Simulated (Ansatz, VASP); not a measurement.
**Ca: VASP beside Ansatz**

File POSCAR:

```
Ca
1.0
    0.0000000000      2.7942000000      2.7942000000
    2.7942000000      0.0000000000      2.7942000000
    2.7942000000      2.7942000000      0.0000000000
Ca
1
Direct
    0.0000000000      0.0000000000      0.0000000000
```

The input INCAR.step1:

```
SYSTEM = Ca
ALGO = Normal ; EDIFF = 1E-5
ENCUT = 400 ; GGA = PE
GGA_COMPAT = .False. ; ISIF = 2
ISMEAR = -1 ; LASPH = .True.
LCHARG = .False. ; LREAL = .False.
LWAVE = .True. ; NBANDS = 11
NELM = 120 ; PREC = Accurate
SIGMA = 0.01
```

Contents of INCAR.step2:

```
SYSTEM = Ca
ALGO = Normal ; EDIFF = 1E-6
ENCUT = 400 ; GGA = PE
GGA_COMPAT = .False. ; HFSCREEN = 0.2079
ISIF = 2 ; ISMEAR = -1
ISTART = 1 ; LASPH = .True.
LCHARG = .False. ; LHFCALC = .True.
LREAL = .False. ; LWAVE = .False.
NBANDS = 11 ; NELM = 120
PREC = Accurate ; PRECFOCK = Normal
SIGMA = 0.01
```

The input KPOINTS:

```
k-points
0
Gamma
  6 6 6
  0 0 0
```

Contents of input.yaml:

```yaml
crystal:
  lattice: { a: 5.5884, b: 5.5884, c: 5.5884, alpha: 90.0, beta: 90.0, gamma: 90.0 }
  space_group: 225
  reduce_to_primitive: true
  atoms:
    - { symbol: Ca, wyckoff: "4a", position: [0.0, 0.0, 0.0] }
hamiltonian:
  xc: hse06
  pseudopotentials: { kind: paw }
kpoints:
  mp_grid: { grid: [6, 6, 6] }
scf:
  occupations: { method: fermi_dirac, width: 0.01 }
  n_extra_bands: 6
output:
  forces: true
  stress: true
  eigenvalues: true
  dos: { projected: true, de: 0.05 }
  write_density: true
  write_potential: true
  elf: true
  volumetric_format: npy
```

Alike in both runs: functional HSE06; k mesh 6 × 6 × 6; occupations fermi-dirac, width 0.01 eV; no spin polarisation.

|  | VASP | Ansatz |
| --- | --- | --- |
| version | VASP 6.6.1 | Ansatz 0.2.0 |
| potentials or method | VASP PAW PBE potentials, release 64 (Ca_sv) | Ansatz PAW |
| plane-wave cutoff (eV) | 400 | 420 |
| valence electrons in the cell | 10 | 10 |
| task | single point | projected density of states |

|  | VASP | Ansatz | Ansatz less VASP |
| --- | --- | --- | --- |
| gap on the k mesh at the Fermi level (eV) | none | none | - |
| pressure (GPa) | -0.2 | -0.2 | -0.02 |

A gap of «none» marks a metal or a gap that the smearing closes.
